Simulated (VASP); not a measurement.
A run of VASP 6.6.1 is set up as follows.

INCAR

```
SYSTEM = PrBe3Si
ALGO = Normal ; EDIFF = 1E-6
ENCUT = 600 ; GGA = PE
GGA_COMPAT = .False. ; ISIF = 2
ISMEAR = 0 ; LASPH = .True.
LCHARG = .False. ; LMAXMIX = 6
LREAL = .False. ; LWAVE = .False.
NBANDS = 18 ; NELM = 200
PREC = Accurate ; SIGMA = 0.2
```

Contents of KPOINTS:

```
k-points
0
Gamma
  6 6 6
  0 0 0
```

Contents of POSCAR:

```
PrBe3Si
1.0
   -1.9690950132      1.9690950132      4.7300143167
    1.9690950132     -1.9690950132      4.7300143167
    1.9690950132      1.9690950132     -4.7300143167
Pr Be Si
1 3 1
Direct
    0.0204649942      0.0204649942      0.0000000000
    0.3963673228      0.3963673228      0.0000000000
    0.2764205651      0.7764205651      0.5000000000
    0.7764205651      0.2764205651      0.5000000000
    0.6453265629      0.6453265629      0.0000000000
```

Potentials or basis: VASP PAW PBE potentials, release 64 (Pr_3, Be, Si), 4f in core.

Command:

```sh
$ cat potpaw_PBE.64/Pr_3/POTCAR potpaw_PBE.64/Be/POTCAR potpaw_PBE.64/Si/POTCAR > POTCAR
$ mpirun -np 1 vasp_std > vasp.out
```

Task: What does it give for the band gap on the k mesh?

Result: Zero (an odd number of electrons rules out a gap without spin polarisation).

Task: Predict the largest force.

Result: 0.034 eV/Å.

Task: Estimate the pressure.

Result: 0.4 GPa.

Stress tensor (GPa, compression positive):
```
0.33 0.00 0.00
0.00 0.33 0.00
0.00 0.00 0.47
```

Caveat: spin-orbit coupling is left out, which moves the levels of the heavy elements; the 4f electrons are frozen in the core, so they carry no moment and show no levels. Spin polarisation is off, so any magnetic state and its effect on volume and gap are missing.
